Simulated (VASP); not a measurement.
# BeS (P4_12_12) in VASP: notebook

Runs on BeS. Level: PBE. Tasks: single point, relaxation of cell and atoms.

All numbers are computed with VASP 6.6.1; they aren't measurements. Logs are shortened: lines on timing, memory, paths and dates and some standing lists are left out, and cuts for length are marked.

## (1) The cell of the first run

It takes space group P4_12_12 (No. 92, tetragonal). The conventional cell has a = 5.380 Å, b = 5.380 Å, c = 2.937 Å, α = 90.00°, β = 90.00°, γ = 90.00°. Within 2.5 Å of Be (site symmetry 2) lie 4 S at 1.91 to 1.96 Å. S (site symmetry 2) has 4 Be at 1.91 to 1.96 Å within 2.5 Å.

The cell was generated, and may not be a known phase.

## (2) Single point, PBE

INCAR reads:

```
SYSTEM = BeS
PREC = Accurate
ENCUT = 520
EDIFF = 1E-6
ISMEAR = 0
SIGMA = 0.1
LREAL = .False.
LASPH = .True.
NELM = 80
ALGO = Normal
ISIF = 2
LWAVE = .False.
LCHARG = .True.
GGA = PE
LELF = .True.
LVHAR = .True.
NBANDS = 26
```

KPOINTS reads:

```
regular mesh
0
Gamma
  4 4 6
  0 0 0
```

POSCAR reads:

```
BeS
1.0
    5.3803382800      0.0000000000      0.0000000000
    0.0000000000      5.3803382800      0.0000000000
    0.0000000000      0.0000000000      2.9371953200
Be S
4 4
Direct
    0.6692432600      0.6692432600      0.5000000000
    0.1692432600      0.8307567400      0.2500000000
    0.3307567400      0.3307567400      0.0000000000
    0.8307567400      0.1692432600      0.7500000000
    0.8307567400      0.8307567400      0.0000000000
    0.3307567400      0.6692432600      0.7500000000
    0.1692432600      0.1692432600      0.5000000000
    0.6692432600      0.3307567400      0.2500000000
```

Potentials or basis: VASP PAW PBE potentials, release 64 (Be, S).

The run is started by

```console
$ cat potpaw_PBE.64/Be/POTCAR potpaw_PBE.64/S/POTCAR > POTCAR
$ mpirun -np 1 vasp_std > vasp.out
```

OUTCAR:

```text
SYSTEM = BeS
   PREC = Accurate
   ENCUT = 520
   EDIFF = 1E-6
   ISMEAR = 0
   LREAL = .False.
   LASPH = .True.
   NELM = 80
   ISIF = 2
   GGA = PE

 ion  position               nearest neighbor table
   1  0.669  0.669  0.500-   5 1.91   5 1.91   8 1.96   6 1.96
   2  0.169  0.831  0.250-   6 1.91   6 1.91   7 1.96   5 1.96
   3  0.331  0.331  0.000-   7 1.91   7 1.91   8 1.96   6 1.96
   4  0.831  0.169  0.750-   8 1.91   8 1.91   5 1.96   7 1.96
   5  0.831  0.831  0.000-   1 1.91   1 1.91   4 1.96   2 1.96
   6  0.331  0.669  0.750-   2 1.91   2 1.91   3 1.96   1 1.96
   7  0.169  0.169  0.500-   3 1.91   3 1.91   4 1.96   2 1.96
   8  0.669  0.331  0.250-   4 1.91   4 1.91   1 1.96   3 1.96

  LATTYP: Found a simple tetragonal cell.
 ALAT       =     5.3803382800
 C/A-ratio  =     0.5459127600

  Lattice vectors:

 A1 = (   5.3803382800,   0.0000000000,   0.0000000000)
 A2 = (   0.0000000000,   5.3803382800,   0.0000000000)
 A3 = (   0.0000000000,   0.0000000000,   2.9371953200)

Analysis of symmetry for initial positions (statically):
=====================================================================
 Subroutine PRICEL returns:
 Original cell was already a primitive cell.

 Routine SETGRP: Setting up the symmetry group for a
 simple tetragonal supercell.

 Subroutine GETGRP returns: Found  8 space group operations
 (whereof  2 operations were pure point group operations)
 out of a pool of 16 trial point group operations.

The static configuration has the point symmetry C_2 .
 The point group associated with its full space group is D_4 .

Analysis of symmetry for dynamics (positions and initial velocities):
=====================================================================
 Subroutine PRICEL returns:
 Original cell was already a primitive cell.

 Routine SETGRP: Setting up the symmetry group for a
 simple tetragonal supercell.

 Subroutine GETGRP returns: Found  8 space group operations
 (whereof  2 operations were pure point group operations)
 out of a pool of 16 trial point group operations.

The dynamic configuration has the point symmetry C_2 .
 The point group associated with its full space group is D_4 .

 Subroutine INISYM returns: Found  8 space group operations
 (whereof  2 operations are pure point group operations),
 and found     1 'primitive' translations

----------------------------------------------------------------------------------------

                                     Primitive cell

  volume of cell :      85.0260

  direct lattice vectors                    reciprocal lattice vectors
     5.380338280  0.000000000  0.000000000     0.185861919  0.000000000  0.000000000
     0.000000000  5.380338280  0.000000000     0.000000000  0.185861919  0.000000000
     0.000000000  0.000000000  2.937195320     0.000000000  0.000000000  0.340460845

  length of vectors
     5.380338280  5.380338280  2.937195320     0.185861919  0.185861919  0.340460845

  position of ions in fractional coordinates (direct lattice)
     0.669243260  0.669243260  0.500000000
     0.169243260  0.830756740  0.250000000
     0.330756740  0.330756740  0.000000000
     0.830756740  0.169243260  0.750000000
     0.830756740  0.830756740  0.000000000
     0.330756740  0.669243260  0.750000000
     0.169243260  0.169243260  0.500000000
     0.669243260  0.330756740  0.250000000

  ion indices of the primitive-cell ions
   primitive index   ion index
                 1           1
                 2           2
                 3           3
                 4           4
                 5           5
                 6           6
                 7           7
                 8           8

----------------------------------------------------------------------------------------

 KPOINTS: regular mesh

Automatic generation of k-mesh.
 Grid dimensions read from file:
 generate k-points for:    4    4    6

 Generating k-lattice:

  Cartesian coordinates                     Fractional coordinates (reciprocal lattice)
     0.046465480  0.000000000  0.000000000     0.250000000  0.000000000  0.000000000
     0.000000000  0.046465480  0.000000000     0.000000000  0.250000000  0.000000000
     0.000000000  0.000000000  0.056743474     0.000000000  0.000000000  0.166666667

  Length of vectors
     0.046465480  0.046465480  0.056743474

  Shift w.r.t. Gamma in fractional coordinates (k-lattice)
     0.000000000  0.000000000  0.000000000

 Subroutine IBZKPT returns following result:
 ===========================================

 Found     24 irreducible k-points:

 Following reciprocal coordinates:
            Coordinates               Weight
  0.000000  0.000000  0.000000      1.000000
  0.250000  0.000000  0.000000      4.000000
  0.500000  0.000000  0.000000      2.000000
  0.250000  0.250000  0.000000      4.000000
  0.500000  0.250000  0.000000      4.000000
  0.500000  0.500000  0.000000      1.000000
[... 16 lines left out ...]
[... 36 lines left out ...]
   EFERMI_NEDOS =   21; number of points for ismear=-14 and -15
   IALGO  =     38    algorithm
   IMIX   =      4    mixing-type and parameters
     AMIX     =   0.40;   BMIX     =  1.00
     AMIX_MAG =   1.60;   BMIX_MAG =  1.00
  volume/ion in A,a.u.               =      10.63        71.72
  Fermi-wavevector in a.u.,A,eV,Ry     =   1.181973  2.233605 19.008152  1.397060
  Thomas-Fermi vector in A             =   2.318236
   LORBIT       =      0    0 simple, 1 ext, 2 COOP (PROOUT), +10 PAW based schemes
   GGA     = PE    functional components
   LHFCALC =     F    Hartree Fock is set to
   AEXX    =    0.0000 exact exchange contribution
   IVDW    =     0    specifies the selected vdW correction
   LEPSILON=     F    determine dielectric tensor
   LRPA    =     F    only Hartree local field effects (RPA)
 non-spin polarized calculation
 Gauss-broadening in eV      SIGMA  =   0.10
  energy-cutoff  :      520.00
  volume of cell :       85.03
 maximum number of plane-waves:      2316
   NGX = 21   NGY = 21   NGZ = 11

 number of electron      32.0000007 magnetization

 Free energy of the ion-electron system (eV)
  ---------------------------------------------------
  ext. energy  EPLUGINS =         0.00000000
  ---------------------------------------------------
  free energy    TOTEN  =       -33.39648303 eV

  energy without entropy =      -33.39648303  energy(sigma->0) =      -33.39648303

 E-fermi :   8.6122     XC(G=0): -11.0130

 val. band max:        8.1466450695   @ k =   0.0000   0.0000   0.1667
 cond. band min:       9.2999851607   @ k =   0.0000   0.0000   0.5000
 fundamental gap:      1.1533400911
 Fermi energy:         8.6122496855

 k-point     1 :       0.0000    0.0000    0.0000
  band No.  band energies     occupation
      1      -8.5066      2.00000
      2      -5.8915      2.00000
      3      -5.7725      2.00000
      4      -5.7725      2.00000
      5       0.3145      2.00000
      6       0.6733      2.00000
[... 18 lines left out ...]
     25      15.5815      0.00000
     26      17.0927      0.00000

 k-point     2 :       0.2500    0.0000    0.0000
  band No.  band energies     occupation
      1      -8.2896      2.00000
      2      -6.7560      2.00000
      3      -5.6537      2.00000
      4      -5.3362      2.00000
      5       0.0130      2.00000
      6       1.0153      2.00000
[... 18 lines left out ...]
     25      15.9185      0.00000
     26      16.3816      0.00000

 k-point     3 :       0.5000    0.0000    0.0000
  band No.  band energies     occupation
      1      -7.6677      2.00000
      2      -7.6677      2.00000
      3      -5.3986      2.00000
      4      -5.3986      2.00000
      5       0.1611      2.00000
      6       0.1611      2.00000
[... 572 lines left out ...]
 k-point    23 :       0.5000    0.2500    0.5000
  band No.  band energies     occupation
      1      -5.5645      2.00000
      2      -5.5645      2.00000
      3      -4.5729      2.00000
      4      -4.5729      2.00000
      5       0.0613      2.00000
      6       0.0613      2.00000
[... 18 lines left out ...]
     25      16.2033      0.00000
     26      16.2033      0.00000

 k-point    24 :       0.5000    0.5000    0.5000
  band No.  band energies     occupation
      1      -5.1024      2.00000
      2      -5.1024      2.00000
      3      -5.1024      2.00000
      4      -5.1024      2.00000
      5       0.2913      2.00000
      6       0.2913      2.00000
[... 18 lines left out ...]
     25      16.9861      0.00000
     26      16.9861      0.00000

------------------------ aborting loop because EDIFF is reached ----------------------------------------

  FORCE on cell =-STRESS in cart. coord.  units (eV):
  Direction    XX          YY          ZZ          XY          YZ          ZX
  --------------------------------------------------------------------------------------
  -------------------------------------------------------------------------------------
  Total       24.3954552     24.3954552     33.6453715      0.0000000      0.0000000      0.0000000
  in kB      459.6926046    459.6926046    633.9922051      0.0000000      0.0000000      0.0000000
  external PRESSURE =     517.7924714 kB  Pullay stress =       0.0000000 kB

 VOLUME and BASIS-vectors are now :
 -----------------------------------------------------------------------------
  energy-cutoff  :      520.00
  volume of cell :       85.03
      direct lattice vectors                 reciprocal lattice vectors
     5.380338280  0.000000000  0.000000000     0.185861919  0.000000000  0.000000000
     0.000000000  5.380338280  0.000000000     0.000000000  0.185861919  0.000000000
     0.000000000  0.000000000  2.937195320     0.000000000  0.000000000  0.340460845

 POSITION                                       TOTAL-FORCE (eV/Angst)
 -----------------------------------------------------------------------------------
      3.60076      3.60076      1.46860         0.046289      0.046289     -0.000000
      0.91059      4.46975      0.73430         0.046289     -0.046289     -0.000000
      1.77958      1.77958      0.00000        -0.046289     -0.046289     -0.000000
      4.46975      0.91059      2.20290        -0.046289      0.046289     -0.000000
      4.46975      4.46975      0.00000        -0.325649     -0.325649     -0.000000
      1.77958      3.60076      2.20290        -0.325649      0.325649      0.000000
      0.91059      0.91059      1.46860         0.325649      0.325649     -0.000000
      3.60076      1.77958      0.73430         0.325649     -0.325649      0.000000
 -----------------------------------------------------------------------------------
    total drift:                               -0.000000      0.000000     -0.000000

  FREE ENERGIE OF THE ION-ELECTRON SYSTEM (eV)
  ---------------------------------------------------
  free  energy   TOTEN  =       -33.3964830276 eV

  energy  without entropy=      -33.3964830276  energy(sigma->0) =      -33.39648303
```

Run time: 66 s. Hardware: 1 thread of Intel Xeon 8259CL, shared host; peak memory 0.2 GiB.

What came out:

| Item | Value |
| --- | --- |
| Free energy | -33.3965 eV |
| Pressure | 51.8 GPa |
| Largest force | 0.461 eV/Å |
| Band gap on the k mesh | 1.15 eV (least direct gap 2.90 eV) |

Forces in eV/Å, atoms in the order of the input:
```
Be   0.046  0.046  0.000
Be   0.046 -0.046  0.000
Be  -0.046 -0.046  0.000
Be  -0.046  0.046  0.000
S   -0.326 -0.326  0.000
S   -0.326  0.326  0.000
S    0.326  0.326  0.000
S    0.326 -0.326  0.000
```

Levels at points of the mesh, in eV from the valence-band top:
```tsv
k point	band 13	band 14	band 15	band 16	band 17	band 18	band 19	band 20
(0.00, 0.00, 0.00)	-0.89	-0.61	-0.60	-0.60	4.40	4.40	5.60	5.70
(0.50, 0.00, 0.00)	-1.37	-1.37	-0.87	-0.87	4.53	4.53	5.12	5.12
(0.50, 0.50, 0.00)	-0.92	-0.92	-0.92	-0.92	3.11	3.11	5.09	5.09
(0.00, 0.00, 0.50)	-2.64	-2.64	-1.94	-1.94	1.15	1.15	6.23	6.23
(0.50, 0.00, 0.50)	-2.40	-2.40	-1.33	-1.33	3.02	3.02	4.36	4.36
(0.50, 0.50, 0.50)	-2.08	-2.08	-2.08	-2.08	3.45	3.45	3.45	3.45
```

Caveat: the stress differs along the axes, from 46 to 63 GPa. A k mesh can miss the band edges.

## (3) Single point, PBE

This run uses another cell than the first one, of 14.56 Å³/atom.

INCAR reads:

```
SYSTEM = BeS
ALGO = Normal ; EDIFF = 1E-6
ENCUT = 520 ; GGA = PE
ISIF = 2 ; ISMEAR = 0
LASPH = .True. ; LCHARG = .False.
LREAL = .False. ; LWAVE = .False.
NBANDS = 26 ; NELM = 60
PREC = Accurate ; SIGMA = 0.1
```

KPOINTS reads:

```
k-points
0
Gamma
  4 4 6
  0 0 0
```

POSCAR reads:

```
BeS
1.0
    5.9441277172      0.0000000000      0.0000000000
    0.0000000000      5.9441277172      0.0000000000
    0.0000000000      0.0000000000      3.2961401376
Be S
4 4
Direct
    0.6704356138      0.6704356138      0.5000000000
    0.1704356138      0.8295643862      0.2500000000
    0.3295643862      0.3295643862      0.0000000000
    0.8295643862      0.1704356138      0.7500000000
    0.8278189123      0.8278189123      0.0000000000
    0.3278189123      0.6721810877      0.7500000000
    0.1721810877      0.1721810877      0.5000000000
    0.6721810877      0.3278189123      0.2500000000
```

Potentials or basis: VASP PAW PBE potentials, release 64 (Be, S).

The run is started by

```console
$ cat potpaw_PBE.64/Be/POTCAR potpaw_PBE.64/S/POTCAR > POTCAR
$ mpirun -np 1 vasp_std > vasp.out
```

It took 92 s on 1 thread of Intel Xeon 8259CL, shared host; peak memory 0.25 GiB.

It converged, with:

| Property | Result |
| --- | --- |
| Free energy | -37.4236 eV |
| Pressure | 0.0 GPa |
| Largest force | 0.007 eV/Å |
| Band gap on the k mesh | 2.43 eV (least direct gap 3.43 eV) |

Forces on the atoms (eV/Å):
```
Be   0.003  0.003  0.000
Be   0.003 -0.003  0.000
Be  -0.003 -0.003  0.000
Be  -0.003  0.003  0.000
S   -0.005 -0.005  0.000
S   -0.005  0.005  0.000
S    0.005  0.005  0.000
S    0.005 -0.005  0.000
```

Stress tensor (GPa, compression positive):
```
 0.00  0.00  0.00
 0.00  0.00  0.00
 0.00  0.00 -0.09
```

Levels at points of the mesh, in eV from the valence-band top:
```
           k point  band 13  band 14  band 15  band 16  band 17  band 18  band 19  band 20
(0.00, 0.00, 0.00)    -0.80    -0.34    -0.34    -0.23     4.58     4.72     4.72     5.11
(0.50, 0.00, 0.00)    -0.92    -0.92    -0.72    -0.72     4.38     4.38     5.34     5.34
(0.50, 0.50, 0.00)    -0.79    -0.79    -0.65    -0.65     3.66     3.66     5.16     5.16
(0.00, 0.00, 0.50)    -1.57    -1.57    -1.42    -1.42     2.43     2.43     5.18     5.18
(0.50, 0.00, 0.50)    -1.57    -1.57    -0.75    -0.75     3.59     3.59     4.26     4.26
(0.50, 0.50, 0.50)    -1.37    -1.37    -1.37    -1.37     3.82     3.82     3.82     3.82
```

## (4) Relaxation of cell and atoms, PBE

INCAR reads:

```
  PREC = Accurate
  ENCUT = 600
  EDIFF = 1E-6
  ISMEAR = 0
  SIGMA = 0.1
  LREAL = F
  LASPH = T
  NELM = 100
  ALGO = Normal
  ISIF = 3
  LWAVE = F
  LCHARG = F
  GGA = PE
  IBRION = 2
  NSW = 90
  EDIFFG = -0.04
```

KPOINTS reads:

```
Automatic mesh
0
Gamma
  4 4 6
```

POSCAR reads:

```
BeS
1.0
    5.3803382800      0.0000000000      0.0000000000
    0.0000000000      5.3803382800      0.0000000000
    0.0000000000      0.0000000000      2.9371953200
Be S
4 4
Direct
    0.6692432600      0.6692432600      0.5000000000
    0.1692432600      0.8307567400      0.2500000000
    0.3307567400      0.3307567400      0.0000000000
    0.8307567400      0.1692432600      0.7500000000
    0.8307567400      0.8307567400      0.0000000000
    0.3307567400      0.6692432600      0.7500000000
    0.1692432600      0.1692432600      0.5000000000
    0.6692432600      0.3307567400      0.2500000000
```

The run is started by

```console
$ cat potpaw_PBE.64/Be/POTCAR potpaw_PBE.64/S/POTCAR > POTCAR
$ mpirun -np 1 vasp_std > vasp.out
```

It took 4.1 min on 1 thread of Intel Xeon 8259CL, shared host; peak memory 0.24 GiB.

The run converged. Its results:

```
Free energy                           : -37.4165 eV
Relaxed volume                        : 14.57 Å³/atom
Relaxed cell                          : a = 5.946 Å, b = 5.946 Å, c = 3.297 Å, α = 90.00°, β = 90.00°, γ = 90.00°
Space group after relaxing (to 0.1 Å) : P4_12_12 (No. 92)
Energy gained by relaxing             : 502.3 meV/atom
Ionic steps                           : 6
Pressure after relaxing               : -0.1 GPa
Largest force after relaxing          : 0.011 eV/Å
Band gap on the k mesh                : 2.44 eV (least direct gap 3.44 eV)
```

Forces on the atoms (eV/Å):
```
Be   0.002  0.002  0.000
Be   0.002 -0.002  0.000
Be  -0.002 -0.002  0.000
Be  -0.002  0.002  0.000
S    0.008  0.008  0.000
S    0.008 -0.008  0.000
S   -0.008 -0.008  0.000
S   -0.008  0.008  0.000
```

Stress tensor (GPa, compression positive):
```
-0.11  0.00  0.00
 0.00 -0.11  0.00
 0.00  0.00 -0.20
```

The path:
```csv
step,energy change (eV),largest force (eV/Å),pressure (GPa),volume (Å³)
1,0.0000,0.4606,51.83,85.03
2,-3.2838,0.0798,-10.33,134.64
3,-3.9999,0.1612,0.49,115.40
4,-4.0001,0.1570,-0.04,116.07
5,-4.0168,0.0327,-0.13,116.45
6,-4.0180,0.0108,-0.14,116.58
```

Final structure:
```cif
data_structure
_symmetry_space_group_name_H-M 'P 1'
_symmetry_Int_Tables_number 1
_cell_length_a 5.9462
_cell_length_b 5.9462
_cell_length_c 3.2972
_cell_angle_alpha 90.000
_cell_angle_beta 90.000
_cell_angle_gamma 90.000
_cell_volume 116.58
loop_
_atom_site_label
_atom_site_type_symbol
_atom_site_fract_x
_atom_site_fract_y
_atom_site_fract_z
_atom_site_occupancy
Be1 Be 0.67028 0.67028 0.50000 1
Be2 Be 0.17028 0.82972 0.25000 1
Be3 Be 0.32972 0.32972 0.00000 1
Be4 Be 0.82972 0.17028 0.75000 1
S1 S 0.82753 0.82753 0.00000 1
S2 S 0.32753 0.67247 0.75000 1
S3 S 0.17247 0.17247 0.50000 1
S4 S 0.67247 0.32753 0.25000 1
```

Levels at points of the mesh, in eV from the valence-band top:
| k point | band 13 | band 14 | band 15 | band 16 | band 17 | band 18 | band 19 | band 20 |
| --- | --- | --- | --- | --- | --- | --- | --- | --- |
| (0.00, 0.00, 0.00) | -0.80 | -0.34 | -0.34 | -0.22 | 4.57 | 4.72 | 4.72 | 5.11 |
| (0.50, 0.00, 0.00) | -0.91 | -0.91 | -0.72 | -0.72 | 4.38 | 4.38 | 5.33 | 5.33 |
| (0.50, 0.50, 0.00) | -0.79 | -0.79 | -0.65 | -0.65 | 3.67 | 3.67 | 5.16 | 5.16 |
| (0.00, 0.00, 0.50) | -1.57 | -1.57 | -1.41 | -1.41 | 2.44 | 2.44 | 5.17 | 5.17 |
| (0.50, 0.00, 0.50) | -1.57 | -1.57 | -0.75 | -0.75 | 3.60 | 3.60 | 4.26 | 4.26 |
| (0.50, 0.50, 0.50) | -1.36 | -1.36 | -1.36 | -1.36 | 3.82 | 3.82 | 3.82 | 3.82 |

Caveat: the volume moved by over 15 % at a fixed basis, so the end points are rough.

## (5) Overview

```tsv
task	cell	cutoff (eV)	gap on the mesh (eV)	pressure (GPa)	largest force (eV/Å)
single point	a = 5.380, b = 5.380, c = 2.937 Å, 8 atoms, atomic positions A	520	1.15	51.8	0.46
single point	a = 5.944, b = 5.944, c = 3.296 Å, 8 atoms, atomic positions B	520	2.43	0.0	0.01
relaxation of cell and atoms	relaxed from a = 5.380, b = 5.380, c = 2.937 Å, 8 atoms, atomic positions A	600	2.44	-0.1	0.01
```

Alike in all rows: level PBE; potentials or basis VASP PAW PBE potentials, release 64 (Be, S); no spin polarisation; k mesh 4 × 4 × 6; smearing gaussian 0.1 eV.

Caveats: the stress differs along the axes, from 46 to 63 GPa (at least some runs); the volume moved by over 15 % at a fixed basis, so the end points are rough (at least some runs).

Absolute energies hang on the potentials; compare differences alone.
